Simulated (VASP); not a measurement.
# SiS3 (P6_3/mmc) in VASP: further runs

Runs on SiS3. Level: r2SCAN. Tasks: relaxation of cell and atoms.

Everything below comes from runs of VASP 6.6.1. Logs are shortened: lines on timing, memory, paths and dates and some standing lists are left out, and cuts for length are marked.

## Step 1: The cell of the first run

The structure is hexagonal, space group P6_3/mmc (No. 194). The conventional cell has a = 5.736 Å, b = 5.736 Å, c = 5.083 Å, α = 90.00°, β = 90.00°, γ = 120.00°. Within 3.8 Å of Si (site symmetry -6m2) lie 12 S at 2.87 to 2.89 Å. S (site symmetry mm2) has 2 S at 2.31 Å and 4 Si at 2.87 to 2.89 Å within 3.0 Å.

## Step 2: Relaxation of cell and atoms, r2SCAN

Contents of POSCAR:

```
SiS3
1.0
    5.7358445318      0.0000000000      0.0000000000
   -2.8679222659      4.9673870767      0.0000000000
    0.0000000000      0.0000000000      5.0830928338
Si S
2 6
Direct
    0.3333333333      0.6666666667      0.2500000000
    0.6666666667      0.3333333333      0.7500000000
    0.8006639883      0.6013279766      0.2500000000
    0.1993360117      0.8006639883      0.7500000000
    0.3986720234      0.1993360117      0.2500000000
    0.1993360117      0.3986720234      0.7500000000
    0.8006639883      0.1993360117      0.2500000000
    0.6013279766      0.8006639883      0.7500000000
```

Contents of INCAR.step1:

```
PREC = Accurate
ENCUT = 600
ISMEAR = 0
SIGMA = 0.1
LREAL = False
LASPH = True
NELM = 100
GGA = PE
ALGO = Normal
EDIFF = 1E-4
LWAVE = True
LCHARG = False
```

Contents of INCAR.step2:

```
PREC = Accurate
ENCUT = 600
EDIFF = 1E-7
ISMEAR = 0
SIGMA = 0.1
LREAL = False
LASPH = True
NELM = 100
ALGO = Normal
ISIF = 3
LWAVE = False
LCHARG = False
METAGGA = R2SCAN
LMIXTAU = True
IBRION = 2
NSW = 90
EDIFFG = -0.04
ISTART = 1
```

Contents of KPOINTS:

```
Automatic mesh
0
Gamma
  6 6 4
```

Potentials or basis: VASP PAW PBE potentials, release 64 (Si, S).

Run with:

```
$ cat potpaw_PBE.64/Si/POTCAR potpaw_PBE.64/S/POTCAR > POTCAR
$ cp INCAR.step1 INCAR
$ mpirun -np 1 vasp_std > vasp.out
$ cp INCAR.step2 INCAR
$ mpirun -np 1 vasp_std > vasp.out
```

OUTCAR:

```text
PREC = Accurate
   ENCUT = 600
   EDIFF = 1E-7
   ISMEAR = 0
   LREAL = False
   LASPH = True
   NELM = 100
   ISIF = 3
   METAGGA = R2SCAN
   IBRION = 2
   NSW = 90
   EDIFFG = -0.04
   ISTART = 1

 ion  position               nearest neighbor table
   1  0.333  0.667  0.250-   4 2.87   4 2.87   8 2.87   8 2.87   6 2.87   6 2.87   3 2.89   5 2.89
                             7 2.89   7 2.89   3 2.89   5 2.89
   2  0.667  0.333  0.750-   7 2.87   7 2.87   5 2.87   5 2.87   3 2.87   3 2.87   6 2.89   8 2.89
                             4 2.89   4 2.89   6 2.89   8 2.89
   3  0.801  0.601  0.250-   5 2.31   7 2.31   2 2.87   2 2.87   1 2.89   1 2.89
   4  0.199  0.801  0.750-   8 2.31   6 2.31   1 2.87   1 2.87   2 2.89   2 2.89
   5  0.399  0.199  0.250-   7 2.31   3 2.31   2 2.87   2 2.87   1 2.89   1 2.89
   6  0.199  0.399  0.750-   4 2.31   8 2.31   1 2.87   1 2.87   2 2.89   2 2.89
   7  0.801  0.199  0.250-   5 2.31   3 2.31   2 2.87   2 2.87   1 2.89   1 2.89
   8  0.601  0.801  0.750-   4 2.31   6 2.31   1 2.87   1 2.87   2 2.89   2 2.89

  LATTYP: Found a hexagonal cell.
 ALAT       =     5.7358445318
 C/A-ratio  =     0.8861978050

  Lattice vectors:

 A1 = (   5.7358445318,   0.0000000000,   0.0000000000)
 A2 = (  -2.8679222659,   4.9673870767,   0.0000000000)
 A3 = (   0.0000000000,   0.0000000000,   5.0830928338)

Analysis of symmetry for initial positions (statically):
=====================================================================
 Subroutine PRICEL returns:
 Original cell was already a primitive cell.

 Routine SETGRP: Setting up the symmetry group for a
 hexagonal supercell.

 Subroutine GETGRP returns: Found 24 space group operations
 (whereof 12 operations were pure point group operations)
 out of a pool of 24 trial point group operations.

The static configuration has the point symmetry D_3d.
 The point group associated with its full space group is D_6h.

Analysis of symmetry for dynamics (positions and initial velocities):
=====================================================================
 Subroutine PRICEL returns:
 Original cell was already a primitive cell.

 Routine SETGRP: Setting up the symmetry group for a
 hexagonal supercell.

 Subroutine GETGRP returns: Found 24 space group operations
 (whereof 12 operations were pure point group operations)
 out of a pool of 24 trial point group operations.

The dynamic configuration has the point symmetry D_3d.
 The point group associated with its full space group is D_6h.

 Subroutine INISYM returns: Found 24 space group operations
 (whereof 12 operations are pure point group operations),
 and found     1 'primitive' translations

----------------------------------------------------------------------------------------

                                     Primitive cell

  volume of cell :     144.8283

  direct lattice vectors                    reciprocal lattice vectors
     5.735844532  0.000000000  0.000000000     0.174342243  0.100656541  0.000000000
    -2.867922266  4.967387077  0.000000000     0.000000000  0.201313082  0.000000000
     0.000000000  0.000000000  5.083092834     0.000000000  0.000000000  0.196730619

  length of vectors
     5.735844532  5.735844532  5.083092834     0.201313082  0.201313082  0.196730619

  position of ions in fractional coordinates (direct lattice)
     0.333333333  0.666666667  0.250000000
     0.666666667  0.333333333  0.750000000
     0.800663988  0.601327977  0.250000000
     0.199336012  0.800663988  0.750000000
     0.398672023  0.199336012  0.250000000
     0.199336012  0.398672023  0.750000000
     0.800663988  0.199336012  0.250000000
     0.601327977  0.800663988  0.750000000

  ion indices of the primitive-cell ions
   primitive index   ion index
                 1           1
                 2           2
                 3           3
                 4           4
                 5           5
                 6           6
                 7           7
                 8           8

----------------------------------------------------------------------------------------

 KPOINTS: Automatic mesh

Automatic generation of k-mesh.
 Grid dimensions read from file:
 generate k-points for:    6    6    4

 Generating k-lattice:

  Cartesian coordinates                     Fractional coordinates (reciprocal lattice)
     0.029057040  0.016776090  0.000000000     0.166666667  0.000000000  0.000000000
     0.000000000  0.033552180  0.000000000     0.000000000  0.166666667  0.000000000
     0.000000000  0.000000000  0.049182655     0.000000000  0.000000000  0.250000000

  Length of vectors
     0.033552180  0.033552180  0.049182655

  Shift w.r.t. Gamma in fractional coordinates (k-lattice)
     0.000000000  0.000000000  0.000000000

 Subroutine IBZKPT returns following result:
 ===========================================

 Found     21 irreducible k-points:

 Following reciprocal coordinates:
            Coordinates               Weight
  0.000000  0.000000  0.000000      1.000000
  0.166667  0.000000  0.000000      6.000000
  0.333333 -0.000000  0.000000      6.000000
  0.500000 -0.000000  0.000000      3.000000
  0.166667  0.166667  0.000000      6.000000
  0.333333  0.166667  0.000000     12.000000
[... 13 lines left out ...]
  0.333333  0.166667  0.500000     12.000000
  0.333333  0.333333  0.500000      2.000000
   k-points           NKPTS =     21   k-points in BZ     NKDIM =     21   number of bands    NBANDS=     27
   number of dos      NEDOS =    301   number of ions     NIONS =      8
   total plane-waves  NPLWV =  96768
   dimension x,y,z NGX =    48 NGY =   48 NGZ =   42
   dimension x,y,z NGXF=    96 NGYF=   96 NGZF=   84
   ions per type =               2   6
   NGX,Y,Z   is equivalent  to a cutoff of  13.91, 13.91, 13.74 a.u.
   NGXF,Y,Z  is equivalent  to a cutoff of  27.82, 27.82, 27.47 a.u.
 SYSTEM =  unknown system
   PREC   = accura    normal or accurate (medium, high low for compatibility)
   ISTART =      1    job   : 0-new  1-cont  2-samecut
   ICHARG =      0    charge: 1-file 2-atom 10-const
   ISPIN  =      1    spin polarized calculation?
   LNONCOLLINEAR =      F non collinear calculations
   LSORBIT =      F    spin-orbit coupling
   LASPH  =      T    aspherical Exc in radial PAW
   ENCUT  =  600.0 eV  44.10 Ry    6.64 a.u.  11.46 11.46 10.15*2*pi/ulx,y,z
   NELM   =    100;   NELMIN=  2; NELMDL=  0     # of ELM steps
   EDIFF  = 0.1E-06   stopping-criterion for ELM
   LREAL  =      F    real-space projection
   EDIFFG = -.4E-01   stopping-criterion for IOM
   NSW    =     90    number of steps for IOM
   IBRION =      2    ionic relax: 0-MD 1-quasi-New 2-CG
   NFREE  =      1    steps in history (QN), initial steepest desc. (CG)
   ISIF   =      3    stress and relaxation
   ISYM   =      2    0-nonsym 1-usesym 2-fastsym
   POTIM  = 0.5000    time-step for ionic-motion
   TEBEG  =    0.0;   TEEND  =   0.0 temperature during run
   PSTRESS=    0.0 pullay stress
   NELECT =      44.0000    total number of electrons
   NUPDOWN=      -1.0000    fix difference up-down
   EMIN   =  10.00;   EMAX   =-10.00  energy-range for DOS
   EFERMI =   0.00;   METHOD = LEGACY
   ISMEAR =     0;   SIGMA  =   0.10  broadening in eV -4-tet -1-fermi 0-gaus
   EFERMI_NEDOS =   21; number of points for ismear=-14 and -15
   IALGO  =     38    algorithm
   IMIX   =      4    mixing-type and parameters
     AMIX     =   0.40;   BMIX     =  1.00
     AMIX_MAG =   1.60;   BMIX_MAG =  1.00
  volume/ion in A,a.u.               =      18.10       122.17
  Fermi-wavevector in a.u.,A,eV,Ry     =   1.100545  2.079729 16.479375  1.211200
  Thomas-Fermi vector in A             =   2.236958
   LORBIT       =      0    0 simple, 1 ext, 2 COOP (PROOUT), +10 PAW based schemes
   METAGGA = R2SCAN    functional components
   LHFCALC =     F    Hartree Fock is set to
   AEXX    =    0.0000 exact exchange contribution
   IVDW    =     0    specifies the selected vdW correction
   LEPSILON=     F    determine dielectric tensor
   LRPA    =     F    only Hartree local field effects (RPA)
 conjugate gradient relaxation of ions
 non-spin polarized calculation
 Gauss-broadening in eV      SIGMA  =   0.10
  energy-cutoff  :      600.00
  volume of cell :      144.83
 maximum number of plane-waves:      4868
 NGX is ok and might be reduce to    48
   NGX = 23   NGY = 23   NGZ = 21

--------------------------------------- Ionic step        1  -------------------------------------------

 number of electron      44.0000001 magnetization

 Free energy of the ion-electron system (eV)
  ---------------------------------------------------
  ext. energy  EPLUGINS =         0.00000000
  ---------------------------------------------------
  free energy    TOTEN  =       -57.77308992 eV

  energy without entropy =      -57.73082697  energy(sigma->0) =      -57.75195844

------------------------ aborting loop because EDIFF is reached ----------------------------------------

  FORCE on cell =-STRESS in cart. coord.  units (eV):
  Direction    XX          YY          ZZ          XY          YZ          ZX
  --------------------------------------------------------------------------------------
  -------------------------------------------------------------------------------------
  Total        0.6992257      0.6992257      0.6129608      0.0000000      0.0000000      0.0000000
  in kB        7.7352538      7.7352538      6.7809395      0.0000000      0.0000000      0.0000000
  external PRESSURE =       7.4171490 kB  Pullay stress =       0.0000000 kB
[... 107 lines left out ...]
  FREE ENERGIE OF THE ION-ELECTRON SYSTEM (eV)
  ---------------------------------------------------
  free  energy   TOTEN  =       -57.8030505966 eV

  energy  without entropy=      -57.7657462130  energy(sigma->0) =      -57.78439840

[... ionic steps 4 to 28 ...]

--------------------------------------- Ionic step       29  -------------------------------------------

 number of electron      44.0000000 magnetization

------------------------ aborting loop because EDIFF is reached ----------------------------------------

  FORCE on cell =-STRESS in cart. coord.  units (eV):
  Direction    XX          YY          ZZ          XY          YZ          ZX
  --------------------------------------------------------------------------------------
  -------------------------------------------------------------------------------------
  Total        0.1892970      0.1892970     -0.7063442      0.0000000      0.0000000      0.0000000
  in kB        1.9929514      1.9929514     -7.4365141      0.0000000      0.0000000      0.0000000
  external PRESSURE =      -1.1502037 kB  Pullay stress =       0.0000000 kB
[... 69 lines left out ...]
  energy  without entropy=      -57.8812319646  energy(sigma->0) =      -57.89576332

--------------------------------------- Ionic step       31  -------------------------------------------

 number of electron      44.0000000 magnetization

 Free energy of the ion-electron system (eV)
  ---------------------------------------------------
  ext. energy  EPLUGINS =         0.00000000
  ---------------------------------------------------
  free energy    TOTEN  =       -57.91253128 eV

  energy without entropy =      -57.88501574  energy(sigma->0) =      -57.89877351

 E-fermi :   6.2584     XC(G=0): -10.4757

 val. band max:        6.2404485479   @ k =   0.1667   0.1667   0.2500
 cond. band min:       6.3170068233   @ k =   0.3333   0.1667   0.5000
 fundamental gap:      0.0765582754
 Fermi energy:         6.2583871168

 k-point     1 :       0.0000    0.0000    0.0000
  band No.  band energies     occupation
      1     -11.9077      2.00000
      2     -10.7404      2.00000
      3      -6.9371      2.00000
      4      -6.9371      2.00000
      5      -6.7797      2.00000
      6      -6.7797      2.00000
[... 654 lines left out ...]
  FREE ENERGIE OF THE ION-ELECTRON SYSTEM (eV)
  ---------------------------------------------------
  free  energy   TOTEN  =       -57.9125312844 eV

  energy  without entropy=      -57.8850157351  energy(sigma->0) =      -57.89877351

 reached required accuracy - stopping structural energy minimisation
```

It took 1.5 h on 1 thread of Intel Xeon Platinum 8488C (Sapphire Rapids), shared host; peak memory 0.37 GiB.

Results:

```
Free energy                           : -57.9125 eV
Relaxed volume                        : 19.10 Å³/atom
Relaxed cell                          : a = 6.051 Å, b = 6.051 Å, c = 4.819 Å, α = 90.00°, β = 90.00°, γ = 120.00°
Space group after relaxing (to 0.1 Å) : P6_3/mmc (No. 194)
Energy gained by relaxing             : 17.4 meV/atom
Ionic steps                           : 31
Pressure after relaxing               : 0.0 GPa
Largest force after relaxing          : 0.013 eV/Å
Band gap on the k mesh                : zero (bands 22 and 23 overlap by 1.35 eV)
```

Forces on the atoms (eV/Å):
```
Si   0.000  0.000  0.000
Si   0.000  0.000  0.000
S    0.000  0.013  0.000
S   -0.011  0.007  0.000
S   -0.011 -0.007  0.000
S    0.000 -0.013  0.000
S    0.011 -0.007  0.000
S    0.011  0.007  0.000
```

Stress tensor (GPa, compression positive):
```
 0.11  0.00  0.00
 0.00  0.11  0.00
 0.00  0.00 -0.20
```

Step by step:
| step | energy change (eV) | largest force (eV/Å) | pressure (GPa) | volume (Å³) |
| --- | --- | --- | --- | --- |
| 1 | 0.0000 | 0.1682 | 0.74 | 144.83 |
| 2 | -0.0141 | 0.1762 | 0.30 | 146.59 |
| 3 | -0.0300 | 0.1688 | -0.75 | 151.41 |
| 4 | -0.0372 | 0.0279 | -0.26 | 151.44 |
| 5 | -0.0374 | 0.0039 | -0.15 | 151.45 |
| 6 | -0.0389 | 0.0029 | -0.07 | 151.15 |
| 7 | -0.0426 | 0.0079 | 0.21 | 150.28 |
| 8 | -0.0501 | 0.0662 | 0.83 | 148.51 |
| 9 | -0.0704 | 0.2312 | 2.22 | 144.93 |
| 10 | 0.1687 | 0.3137 | 6.39 | 137.58 |
| 11 | -0.0706 | 0.2361 | 2.31 | 144.72 |
| 12 | -0.0708 | 0.2361 | 2.32 | 144.70 |
| 13 | -0.0713 | 0.2361 | 2.34 | 144.65 |
| 14 | -0.0721 | 0.2358 | 2.39 | 144.53 |
| 15 | -0.0733 | 0.2342 | 2.48 | 144.30 |
| 16 | -0.0736 | 0.2273 | 2.68 | 143.85 |
| 17 | -0.0738 | 0.2303 | 2.61 | 144.01 |
| 18 | -0.0750 | 0.2255 | 2.57 | 144.06 |
| 19 | -0.0785 | 0.2111 | 2.48 | 144.21 |
| 20 | -0.0851 | 0.1822 | 2.30 | 144.52 |
| 21 | -0.0965 | 0.1246 | 1.95 | 145.13 |
| 22 | -0.1126 | 0.0107 | 1.26 | 146.36 |
| 23 | -0.1184 | 0.2076 | -0.01 | 148.83 |
| 24 | -0.1203 | 0.1395 | 0.38 | 148.03 |
| 25 | -0.1215 | 0.1354 | 0.35 | 148.21 |
| 26 | -0.1249 | 0.1227 | 0.25 | 148.75 |
| 27 | -0.1299 | 0.0966 | 0.06 | 149.84 |
| 28 | -0.1327 | 0.0445 | -0.29 | 152.04 |
| 29 | -0.1355 | 0.0037 | -0.12 | 152.18 |
| 30 | -0.1372 | 0.0581 | 0.15 | 152.38 |
| 31 | -0.1394 | 0.0132 | 0.00 | 152.79 |

Final structure:
```
Si S
1.0
     6.05076    0.00000    0.00000
    -3.02538    5.24011    0.00000
     0.00000    0.00000    4.81897
Si S
2 6
Direct
  0.33333 0.66667 0.25000
  0.66667 0.33333 0.75000
  0.79392 0.58783 0.25000
  0.20608 0.79392 0.75000
  0.41217 0.20608 0.25000
  0.20608 0.41217 0.75000
  0.79392 0.20608 0.25000
  0.58783 0.79392 0.75000
```

Levels at points of the mesh, in eV from the Fermi level:
| k point | band 19 | band 20 | band 21 | band 22 | band 23 | band 24 | band 25 | band 26 |
| --- | --- | --- | --- | --- | --- | --- | --- | --- |
| (0.00, 0.00, 0.00) | -2.53 | -2.53 | -0.82 | -0.15 | -0.15 | 1.13 | 1.13 | 1.28 |
| (0.50, 0.00, 0.00) | -1.86 | -1.60 | -1.25 | -1.03 | -0.32 | -0.05 | 0.46 | 0.75 |
| (0.00, 0.00, 0.50) | -1.65 | -1.65 | 0.08 | 0.08 | 1.05 | 1.05 | 1.05 | 1.05 |
| (0.50, 0.00, 0.50) | -1.26 | -1.26 | 0.08 | 0.08 | 0.26 | 0.26 | 1.02 | 1.02 |

Caveat: the PAW data sets were made with another functional, which shifts forces and pressure a little.

(Continued in part 2 of 2.)
